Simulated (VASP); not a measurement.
# Pt in VASP: further runs

The runs below take Pt through single point, with PBE.

Program: VASP 6.6.1. These are calculated values, not measurements. Logs are shortened: lines on timing, memory, paths and dates and some standing lists are left out, and cuts for length are marked.

**1. The cell of the first run**

The structure is monoclinic, space group C2/m (No. 12). The conventional cell has a = 9.503 Å, b = 3.797 Å, c = 2.725 Å, α = 90.00°, β = 90.13°, γ = 90.00°. Pt (site symmetry m) has 11 Pt at 2.64 to 3.57 Å within 3.6 Å. Within 3.6 Å of Pt (site symmetry 2/m) lie 14 Pt at 2.72 to 3.57 Å.

The cell was built from a structure type or drawn by symmetry, and may not be a known phase.

**2. Single point, PBE**

INCAR reads:

```
SYSTEM = Pt
ALGO = Fast
EDIFF = 1E-6
ENCUT = 520
GGA = PE
ISIF = 2
ISMEAR = 0
LASPH = .True.
LCHARG = .False.
LREAL = .False.
LWAVE = .False.
NBANDS = 22
NELM = 60
PREC = Accurate
SIGMA = 0.1
```

KPOINTS reads:

```
k-points
0
Gamma
  14 14 16
  0 0 0
```

POSCAR reads:

```
Pt
1.0
    4.7513395379     -1.8983601937      0.0191715974
    4.7513395379      1.8983601937      0.0191715974
   -0.0173315271      0.0000000000      2.7247459672
Pt
3
Direct
    0.8462810098      0.8462810098      0.9991206120
    0.5000000000      0.5000000000      0.5000000000
    0.1537189902      0.1537189902      0.0008793880
```

Potentials or basis: VASP PAW PBE potentials, release 64 (Pt).

Started as:

```sh
cat potpaw_PBE.64/Pt/POTCAR > POTCAR
mpirun -np 1 vasp_std > vasp.out
```

OUTCAR:

```text
SYSTEM = Pt
   EDIFF = 1E-6
   ENCUT = 520
   GGA = PE
   ISIF = 2
   ISMEAR = 0
   LASPH = .True.
   LREAL = .False.
   NELM = 60
   PREC = Accurate

 ion  position               nearest neighbor table
   1  0.846  0.846  0.999-   3 2.64   3 2.64   2 2.76   2 2.76   2 2.76   2 2.76   3 2.92
   2  0.500  0.500  0.500-   3 2.76   3 2.76   1 2.76   1 2.76   1 2.76   3 2.76   1 2.76   3 2.76

   3  0.154  0.154  0.001-   1 2.64   1 2.64   2 2.76   2 2.76   2 2.76   2 2.76   1 2.92

  LATTYP: Found a base centered monoclinic cell.
 ALAT       =     9.5027564326
 B/A-ratio  =     0.3995388511
 C/A-ratio  =     0.2867379699
 COS(beta)  =    -0.0023257326

  Lattice vectors:

 A1 = (   4.7513395379,  -1.8983601937,   0.0191715974)
 A2 = (   4.7513395379,   1.8983601937,   0.0191715974)
 A3 = (  -0.0173315271,   0.0000000000,   2.7247459672)

Analysis of symmetry for initial positions (statically):
=====================================================================
 Subroutine PRICEL returns:
 Original cell was already a primitive cell.

 Routine SETGRP: Setting up the symmetry group for a
 base centered monoclinic supercell.

 Subroutine GETGRP returns: Found  4 space group operations
 (whereof  4 operations were pure point group operations)
 out of a pool of  4 trial point group operations.

The static configuration has the point symmetry C_2h.

Analysis of symmetry for dynamics (positions and initial velocities):
=====================================================================
 Subroutine PRICEL returns:
 Original cell was already a primitive cell.

 Routine SETGRP: Setting up the symmetry group for a
 base centered monoclinic supercell.

 Subroutine GETGRP returns: Found  4 space group operations
 (whereof  4 operations were pure point group operations)
 out of a pool of  4 trial point group operations.

The dynamic configuration has the point symmetry C_2h.

 Subroutine INISYM returns: Found  4 space group operations
 (whereof  4 operations are pure point group operations),
 and found     1 'primitive' translations

----------------------------------------------------------------------------------------

                                     Primitive cell

  volume of cell :      49.1543

  direct lattice vectors                    reciprocal lattice vectors
     4.751339538 -1.898360194  0.019171597     0.105230780 -0.263385211  0.000669351
     4.751339538  1.898360194  0.019171597     0.105230780  0.263385211  0.000669351
    -0.017331527  0.000000000  2.724745967    -0.001480830  0.000000000  0.366997271

  length of vectors
     5.116577604  5.116577604  2.724801088     0.283629573  0.283629573  0.367000259

  position of ions in fractional coordinates (direct lattice)
     0.846281010  0.846281010  0.999120612
     0.500000000  0.500000000  0.500000000
     0.153718990  0.153718990  0.000879388

  ion indices of the primitive-cell ions
   primitive index   ion index
                 1           1
                 2           2
                 3           3

----------------------------------------------------------------------------------------

 KPOINTS: k-points

Automatic generation of k-mesh.
 Grid dimensions read from file:
 generate k-points for:   14   14   16

 Generating k-lattice:

  Cartesian coordinates                     Fractional coordinates (reciprocal lattice)
     0.007516484 -0.018813229  0.000047811     0.071428571  0.000000000 -0.000000000
     0.007516484  0.018813229  0.000047811     0.000000000  0.071428571 -0.000000000
    -0.000092552  0.000000000  0.022937329     0.000000000  0.000000000  0.062500000

  Length of vectors
     0.020259255  0.020259255  0.022937516

  Shift w.r.t. Gamma in fractional coordinates (k-lattice)
     0.000000000  0.000000000  0.000000000

 Subroutine IBZKPT returns following result:
 ===========================================

 Found    849 irreducible k-points:

 Following reciprocal coordinates:
            Coordinates               Weight
  0.000000  0.000000  0.000000      1.000000
  0.071429  0.000000  0.000000      4.000000
  0.142857  0.000000  0.000000      4.000000
  0.214286  0.000000  0.000000      4.000000
  0.285714  0.000000  0.000000      4.000000
  0.357143  0.000000 -0.000000      4.000000
[... 16 lines left out ...]
  0.214286  0.142857  0.000000      4.000000
  0.285714  0.142857  0.000000      4.000000
 [... further k-points ...]
   k-points           NKPTS =    849   k-points in BZ     NKDIM =    849   number of bands    NBANDS=     22
   number of dos      NEDOS =    301   number of ions     NIONS =      3
   total plane-waves  NPLWV =  32000
   dimension x,y,z NGX =    40 NGY =   40 NGZ =   20
   dimension x,y,z NGXF=    80 NGYF=   80 NGZF=   40
   ions per type =               3
   NGX,Y,Z   is equivalent  to a cutoff of  13.00, 13.00, 12.20 a.u.
   NGXF,Y,Z  is equivalent  to a cutoff of  25.99, 25.99, 24.40 a.u.
 SYSTEM =  Pt
   PREC   = accura    normal or accurate (medium, high low for compatibility)
   ISTART =      0    job   : 0-new  1-cont  2-samecut
   ICHARG =      2    charge: 1-file 2-atom 10-const
   ISPIN  =      1    spin polarized calculation?
   LNONCOLLINEAR =      F non collinear calculations
   LSORBIT =      F    spin-orbit coupling
   LASPH  =      T    aspherical Exc in radial PAW
   ENCUT  =  520.0 eV  38.22 Ry    6.18 a.u.   9.51  9.51  5.07*2*pi/ulx,y,z
   NELM   =     60;   NELMIN=  2; NELMDL= -5     # of ELM steps
   EDIFF  = 0.1E-05   stopping-criterion for ELM
   LREAL  =      F    real-space projection
   EDIFFG = 0.1E-04   stopping-criterion for IOM
   NSW    =      0    number of steps for IOM
   IBRION =     -1    ionic relax: 0-MD 1-quasi-New 2-CG
   NFREE  =      0    steps in history (QN), initial steepest desc. (CG)
   ISIF   =      2    stress and relaxation
   ISYM   =      2    0-nonsym 1-usesym 2-fastsym
   POTIM  = 0.5000    time-step for ionic-motion
   TEBEG  =    0.0;   TEEND  =   0.0 temperature during run
   PSTRESS=    0.0 pullay stress
   NELECT =      30.0000    total number of electrons
   NUPDOWN=      -1.0000    fix difference up-down
   EMIN   =  10.00;   EMAX   =-10.00  energy-range for DOS
   EFERMI =   0.00;   METHOD = LEGACY
   ISMEAR =     0;   SIGMA  =   0.10  broadening in eV -4-tet -1-fermi 0-gaus
   EFERMI_NEDOS =   21; number of points for ismear=-14 and -15
   IALGO  =     68    algorithm
   IMIX   =      4    mixing-type and parameters
     AMIX     =   0.40;   BMIX     =  1.00
     AMIX_MAG =   1.60;   BMIX_MAG =  1.00
  volume/ion in A,a.u.               =      16.38       110.57
  Fermi-wavevector in a.u.,A,eV,Ry     =   1.388656  2.624179 26.237000  1.928365
  Thomas-Fermi vector in A             =   2.512761
   LORBIT       =      0    0 simple, 1 ext, 2 COOP (PROOUT), +10 PAW based schemes
   GGA     = PE    functional components
   LHFCALC =     F    Hartree Fock is set to
   AEXX    =    0.0000 exact exchange contribution
   IVDW    =     0    specifies the selected vdW correction
   LEPSILON=     F    determine dielectric tensor
   LRPA    =     F    only Hartree local field effects (RPA)
 non-spin polarized calculation
 RMM-DIIS sequential band-by-band and
 Gauss-broadening in eV      SIGMA  =   0.10
  energy-cutoff  :      520.00
  volume of cell :       49.15
 maximum number of plane-waves:      1344
 NGX is ok and might be reduce to    40

 number of electron      29.9999997 magnetization

 Free energy of the ion-electron system (eV)
  ---------------------------------------------------
  ext. energy  EPLUGINS =         0.00000000
  ---------------------------------------------------
  free energy    TOTEN  =       -17.97503642 eV

  energy without entropy =      -17.95494812  energy(sigma->0) =      -17.96499227

 E-fermi :   9.7230     XC(G=0): -12.9397

 val. band max:        9.7223421113   @ k =  -0.3571   0.0714   0.2500
 cond. band min:       9.7230934751   @ k =  -0.2143  -0.2857   0.4375
 fundamental gap:      0.0007513638
 Fermi energy:         9.7230340380

 k-point     1 :       0.0000    0.0000    0.0000
  band No.  band energies     occupation
      1       0.3637      2.00000
      2       3.3596      2.00000
      3       4.6422      2.00000
      4       4.8613      2.00000
      5       4.9748      2.00000
      6       5.2034      2.00000
[... 14 lines left out ...]
     21      20.3319      0.00000
     22      20.5677      0.00000

 k-point     2 :       0.0714    0.0000    0.0000
  band No.  band energies     occupation
      1       0.4462      2.00000
      2       3.3800      2.00000
      3       4.5667      2.00000
      4       4.8458      2.00000
      5       5.0460      2.00000
      6       5.2755      2.00000
[... 14 lines left out ...]
     21      21.2102      0.00000
     22      21.4226      0.00000

 k-point     3 :       0.1429    0.0000    0.0000
  band No.  band energies     occupation
      1       0.6887      2.00000
      2       3.4297      2.00000
      3       4.3983      2.00000
      4       4.8467      2.00000
      5       5.1377      2.00000
      6       5.4001      2.00000
[... 14 lines left out ...]
     21      22.4983      0.00000
     22      23.0113      0.00000

 k-point     4 :       0.2143    0.0000    0.0000
  band No.  band energies     occupation
      1       1.0741      2.00000
      2       3.4670      2.00000
      3       4.1824      2.00000
      4       4.9026      2.00000
      5       5.0473      2.00000
      6       5.5432      2.00000
[... 14 lines left out ...]
     21      23.8642      0.00000
     22      24.0666      0.00000

 k-point     5 :       0.2857    0.0000    0.0000
  band No.  band energies     occupation
      1       1.5696      2.00000
      2       3.4127      2.00000
      3       3.9906      2.00000
      4       4.8884      2.00000
      5       5.0673      2.00000
      6       5.7406      2.00000
[... 417 lines left out ...]
 k-point    22 :       0.1429    0.1429    0.0000
  band No.  band energies     occupation
      1       0.5341      2.00000
      2       3.3814      2.00000
      3       4.4220      2.00000
      4       4.4869      2.00000
      5       4.9544      2.00000
      6       5.3657      2.00000
[... 14 lines left out ...]
     21      20.3618      0.00000
     22      20.6531      0.00000

 k-point    23 :       0.2143    0.1429    0.0000
  band No.  band energies     occupation
      1       0.6947      2.00000
      2       3.4001      2.00000
      3       4.2978      2.00000
      4       4.3849      2.00000
      5       4.9569      2.00000
      6       5.3694      2.00000
[... 14 lines left out ...]
     21      20.9514      0.00000
     22      22.2021      0.00000

 k-point    24 :       0.2857    0.1429    0.0000
  band No.  band energies     occupation
      1       0.9940      2.00000
      2       3.4105      2.00000
      3       4.0917      2.00000
      4       4.3942      2.00000
      5       4.9262      2.00000
      6       5.4506      2.00000
[... 14 lines left out ...]
     21      22.1508      0.00000
     22      23.8898      0.00000

 [... further k-points ...]

------------------------ aborting loop because EDIFF is reached ----------------------------------------

  FORCE on cell =-STRESS in cart. coord.  units (eV):
  Direction    XX          YY          ZZ          XY          YZ          ZX
  --------------------------------------------------------------------------------------
  -------------------------------------------------------------------------------------
  Total       -0.1436468     -0.1513358     -0.1224051      0.0000000      0.0000000      0.0015806
  in kB       -4.6821432     -4.9327654     -3.9897748      0.0000000      0.0000000      0.0515180
  external PRESSURE =      -4.5348945 kB  Pullay stress =       0.0000000 kB

 VOLUME and BASIS-vectors are now :
 -----------------------------------------------------------------------------
  energy-cutoff  :      520.00
  volume of cell :       49.15
      direct lattice vectors                 reciprocal lattice vectors
     4.751339538 -1.898360194  0.019171597     0.105230780 -0.263385211  0.000669351
     4.751339538  1.898360194  0.019171597     0.105230780  0.263385211  0.000669351
    -0.017331527  0.000000000  2.724745967    -0.001480830  0.000000000  0.366997271

 POSITION                                       TOTAL-FORCE (eV/Angst)
 -----------------------------------------------------------------------------------
      8.02462      0.00000      2.75480        -0.001122     -0.000000      0.000753
      4.74267      0.00000      1.38154         0.000000      0.000000      0.000000
      1.46073      0.00000      0.00829         0.001122     -0.000000     -0.000753
 -----------------------------------------------------------------------------------
    total drift:                               -0.000000      0.000000      0.000000

  FREE ENERGIE OF THE ION-ELECTRON SYSTEM (eV)
  ---------------------------------------------------
  free  energy   TOTEN  =       -17.9750364192 eV

  energy  without entropy=      -17.9549481201  energy(sigma->0) =      -17.96499227
```

It took 5.6 min on 1 thread of Intel Xeon 6975P-C (Granite Rapids), shared host; peak memory 0.74 GiB.

Results:

```
Free energy            : -17.9750 eV
Pressure               : -0.5 GPa
Band gap on the k mesh : zero (bands 15 and 16 overlap by 1.73 eV)
```

Stress tensor (GPa, compression positive):
```
-0.47  0.00  0.01
 0.00 -0.49  0.00
 0.01  0.00 -0.40
```

Levels at points of the mesh, in eV from the Fermi level:
```
           k point  band 13  band 14  band 15  band 16  band 17  band 18
(0.00, 0.00, 0.00)    -1.68    -0.71     0.06     0.39     1.62     2.56
(0.50, 0.00, 0.00)    -1.32    -0.62    -0.52    -0.35    -0.21     0.41
(0.50, 0.50, 0.00)    -0.85    -0.77    -0.35    -0.19     0.94     3.21
(0.00, 0.00, 0.50)    -0.33     1.01     1.14     1.99     2.42     5.13
(0.50, 0.00, 0.50)    -1.02     0.22     0.73     2.36     2.66     6.03
(0.50, 0.50, 0.50)    -0.12     0.15     0.36     1.07     2.55     3.93
```

Caveat: spin-orbit coupling is left out, which moves the levels of the heavy elements.

**3. Single point, PBE**

This run uses another cell than the first one, of the same volume but with other edges.

INCAR reads:

```
PREC = Accurate
ENCUT = 520
EDIFF = 1E-7
ISMEAR = 0
SIGMA = 0.1
LREAL = F
LASPH = T
NELM = 100
ALGO = Normal
ISIF = 2
LWAVE = F
LCHARG = F
GGA = PE
NBANDS = 22
```

KPOINTS reads:

```
regular mesh
0
Gamma
  6 6 4
```

POSCAR reads:

```
Pt
1.0
    3.7618174093     -0.4630629604     -0.0704029601
    0.3456819956      2.7054184996      0.1934965044
   -1.4760760896      2.6406404404      4.9599612877
Pt
3
Direct
    0.8254681696      0.6204829260      0.7977861010
    0.1719219782      0.4303626571      0.4912532119
    0.5184164451      0.2407277660      0.1847728726
```

Potentials or basis: VASP PAW PBE potentials, release 64 (Pt).

Started as:

```sh
cat potpaw_PBE.64/Pt/POTCAR > POTCAR
mpirun -np 1 vasp_std > vasp.out
```

Wall time 1.9 min (1 thread of Intel Xeon 8259CL, shared host); peak memory 0.21 GiB.

It converged, with:

```
Free energy            : -18.0063 eV
Pressure               : -0.7 GPa
Largest force          : 0.027 eV/Å
Band gap on the k mesh : zero (bands 15 and 16 overlap by 1.55 eV)
```

Forces on the atoms (eV/Å):
```
Pt   0.001  0.015  0.016
Pt   0.001  0.005  0.001
Pt  -0.002 -0.020 -0.017
```

Stress tensor (GPa, compression positive):
```
-0.77  0.00 -0.06
 0.00 -0.55  0.08
-0.06  0.08 -0.75
```

Levels at points of the mesh, in eV from the Fermi level:
```csv
k point,band 12,band 13,band 14,band 15,band 16,band 17,band 18,band 19
"(0.00, 0.00, 0.00)",-1.85,-1.65,-0.71,0.10,0.44,1.69,2.68,8.17
"(0.50, 0.00, 0.00)",-1.30,-1.27,-0.56,-0.49,-0.27,-0.17,0.44,4.87
"(0.00, 0.50, 0.00)",-0.30,-0.08,0.20,0.42,1.13,2.56,3.90,4.11
"(0.50, 0.50, 0.00)",-1.27,-0.97,0.25,0.77,2.40,2.68,6.05,6.44
"(0.00, 0.00, 0.50)",-0.91,-0.83,-0.75,-0.31,-0.14,0.96,3.29,8.29
"(0.50, 0.00, 0.50)",-1.29,-1.28,-0.56,-0.49,-0.29,-0.18,0.45,4.84
"(0.00, 0.50, 0.50)",-1.22,-0.28,1.04,1.18,1.99,2.43,5.10,5.72
"(0.50, 0.50, 0.50)",-1.26,-0.98,0.25,0.75,2.38,2.70,6.02,6.44
```

Caveat: the k points lie up to 0.40 Å⁻¹ apart, too coarse for converged energies and pressures of a metal; spin-orbit coupling is left out, which moves the levels of the heavy elements.
